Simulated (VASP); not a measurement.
Input of a VASP 6.6.1 run:

The input INCAR:

```
PREC     = Accurate       # precision mode
ENCUT    = 600            # plane-wave cutoff, eV
EDIFF    = 1E-6           # SCF threshold, eV
ISMEAR   = 0              # smearing method
SIGMA    = 0.1            # smearing width, eV
LREAL    = False          # projectors in reciprocal space
LASPH    = True           # aspherical terms in the spheres
NELM     = 80             # most SCF steps
ALGO     = Normal         # electronic algorithm
ISIF     = 3              # what is computed and relaxed
LWAVE    = False          # write WAVECAR
LCHARG   = False          # write CHGCAR
GGA      = PE             # functional
IBRION   = 2              # ionic algorithm
NSW      = 100            # ionic steps
EDIFFG   = -0.01          # ionic threshold
```

File KPOINTS:

```
Automatic mesh
0
Gamma
  12 12 8
```

File POSCAR:

```
Br
1.0
    4.0761612544      0.0000000000      0.0000000000
   -2.0380806272      3.5300591962      0.0000000000
    0.0000000000      0.0000000000      6.4554220014
Br
3
Direct
    0.0000000000      0.5000000000      0.3333333333
    0.5000000000      0.5000000000      0.6666666667
    0.5000000000      0.0000000000      0.0000000000
```

Potentials or basis: VASP PAW PBE potentials, release 64 (Br).

Launch:

```console
$ cat potpaw_PBE.64/Br/POTCAR > POTCAR
$ mpirun -np 1 vasp_std > vasp.out
```

Task: Estimate the relaxed cell.

Result: a = 4.001 Å, b = 4.001 Å, c = 6.554 Å, α = 90.00°, β = 90.00°, γ = 120.00°.

Task: What does it give for the band gap on the k mesh?

Result: Zero (an odd number of electrons rules out a gap without spin polarisation).

The path:
```tsv
step	energy change (eV)	largest force (eV/Å)	pressure (GPa)	volume (Å³)
1	0.0000	0.0000	-0.10	92.89
2	-0.0014	0.0000	-0.11	92.62
3	-0.0043	0.0000	-0.13	91.81
4	-0.0022	0.0000	-0.14	90.16
5	-0.0048	0.0000	-0.13	91.33
6	-0.0049	0.0000	0.07	90.63
7	-0.0050	0.0000	0.04	90.85
```

Caveat: an odd number of electrons without spin polarisation forces a metal; a magnetic or distorted state may lie lower.
